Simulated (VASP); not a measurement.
A run of VASP 6.6.1 is set up as follows.

Contents of POSCAR:

```
Sn
1.0
    0.0000000000      3.2837945612      3.2837945612
    3.2837945612      0.0000000000      3.2837945612
    3.2837945612      3.2837945612      0.0000000000
Sn
2
Direct
    0.5000000000      0.5000000000      0.5000000000
    0.7500000000      0.7500000000      0.7500000000
```

File INCAR.step1:

```
SYSTEM = Sn
ALGO = Normal ; EDIFF = 1E-4
ENCUT = 600 ; GGA = PE
ISMEAR = -1 ; LASPH = .True.
LCHARG = .False. ; LREAL = .False.
LWAVE = .True. ; NELM = 80
PREC = Accurate ; SIGMA = 0.1
```

File INCAR.step2:

```
SYSTEM = Sn
ALGO = Normal ; EDIFF = 1E-6
EDIFFG = -0.002 ; ENCUT = 600
IBRION = 2 ; ISIF = 3
ISMEAR = -1 ; ISTART = 1
LASPH = .True. ; LCHARG = .False.
LMIXTAU = .True. ; LREAL = .False.
LWAVE = .False. ; METAGGA = R2SCAN
NELM = 80 ; NSW = 100
PREC = Accurate ; PSTRESS = 20.0
SIGMA = 0.1
```

KPOINTS

```
k-points
0
Gamma
  14 14 14
  0 0 0
```

Potentials or basis: VASP PAW PBE potentials, release 64 (Sn_d).

The run is started by

```console
$ cat potpaw_PBE.64/Sn_d/POTCAR > POTCAR
$ cp INCAR.step1 INCAR
$ mpirun -np 1 vasp_std > vasp.out
$ cp INCAR.step2 INCAR
$ mpirun -np 1 vasp_std > vasp.out
```

Predict the relaxed cell.

a = 4.580 Å, b = 4.580 Å, c = 4.580 Å, α = 60.00°, β = 60.00°, γ = 60.00°.

Estimate the band gap on the k mesh.

zero (filled and empty bands touch).

Predict the space group after relaxing (to 0.1 Å).

Fd-3m (No. 227).

Estimate the relaxed volume.

33.96 Å³/atom.

Step by step:
```
step  energy change (eV)  largest force (eV/Å)  pressure (GPa)  volume (Å³)
   1              0.0000                0.0000           -0.01        70.82
   2              0.0429                0.0000            3.28        66.37
   3              0.0173                0.0000            1.99        67.93
```

Caveat: the cell is relaxed towards a set pressure, so the run minimises the enthalpy, not the energy; the PAW data sets were made with another functional, which shifts forces and pressure a little; spin-orbit coupling is left out, which moves the levels of the heavy elements.
